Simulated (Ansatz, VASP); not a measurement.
Bi: VASP beside Ansatz

```
CELL_PARAMETERS angstrom
4.40283 0.00000 0.00000
-2.20142 3.81296 0.00000
0.00000 0.00000 11.82900
ATOMIC_POSITIONS crystal
Bi 0.33333 0.66667 0.25000
Bi 0.66667 0.33333 0.75000
```

Change from the starting cell: strain -0.030 along x and y, +0.000 along z, atoms carried along.

Alike in both runs: task single point; functional PBEsol; k mesh 12 × 12 × 4; occupations gaussian, width 0.15 eV; no spin polarisation.

|  | VASP | Ansatz |
| --- | --- | --- |
| version | VASP 6.6.1 | Ansatz 0.2.0 |
| potentials or method | VASP PAW PBE potentials, release 64 (Bi_d), cutoff 520 eV | scalar-relativistic, plane waves, PAW |
| valence electrons in the cell | 30 | 30 |

```csv
,VASP,Ansatz,Ansatz less VASP
gap on the k mesh at the Fermi level (eV),none,none,-
pressure (GPa),-3.9,-3.9,+0.02
"traceless stress, the component that is largest in VASP (GPa)",3.51,3.52,+0.001
```

VASP's potentials were made for PBE, not for PBEsol. A gap of «none» marks a metal or a gap that the smearing closes.

Spin-orbit coupling is off throughout.
